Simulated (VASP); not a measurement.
LaFeGe: single point with PBEsol

LaFeGe:

```
CELL_PARAMETERS angstrom
4.23181 0.00000 0.00000
-2.11590 3.66485 0.00000
0.00000 0.00000 4.28578
ATOMIC_POSITIONS crystal
La 0.00000 0.00000 0.00000
Fe 0.33333 0.66667 0.50000
Ge 0.66667 0.33333 0.50000
```

| Property | Result |
| --- | --- |
| Program | VASP 6.6.1 |
| Task | single point |
| Functional | PBEsol |
| Potentials or basis | VASP PAW PBE potentials, release 64 (La, Fe, Ge_d) |
| Cutoff | 520 eV |
| k mesh | 5 × 5 × 5 |
| Occupations | fermi-dirac, width 0.1 eV |
| Spin | collinear spin, ferromagnetic start |
| Starting moments | [0.0, 2.4, 0.0] μB |
| Dipole correction | no |
| Further INCAR settings | ALGO = Normal; EDIFF = 1e-06; NBANDS = 28 |

* Pressure: -4.1 GPa
* Net moment: 2.10 μB per cell
* Site moments: La -0.06; Fe +2.17; Ge -0.01 μB
* Valence electrons inside the program's atomic spheres: La 8.51; Fe 7.08; Ge 12.45

Stress tensor (GPa, compression positive):
```
-4.22  0.00  0.00
 0.00 -4.22  0.00
 0.00  0.00 -3.74
```

Levels at points of the mesh, in eV from the Fermi level:
Spin up:
```tsv
k point	band 14	band 15	band 16	band 17	band 18	band 19	band 20	band 21	band 22	band 23
(0.00, 0.00, 0.00)	-1.84	-1.84	0.08	0.32	0.32	0.45	1.83	2.48	2.48	2.56
```
Spin down:
```tsv
k point	band 12	band 13	band 14	band 15	band 16	band 17	band 18	band 19	band 20	band 21
(0.00, 0.00, 0.00)	-2.04	-1.71	-0.17	-0.17	0.17	0.87	0.93	0.93	2.39	2.57
```

Run time: 2.5 min on 1 thread of Intel(R) Xeon(R) Platinum 8259CL CPU @ 2.50GHz (Skylake/Cascade Lake) (shared host), peak memory 0.23 GiB.

Caveat: the cell stands under tension; the PAW data sets were made with another functional, which shifts forces and pressure a little; spin-orbit coupling is left out, which moves the levels of the heavy elements.
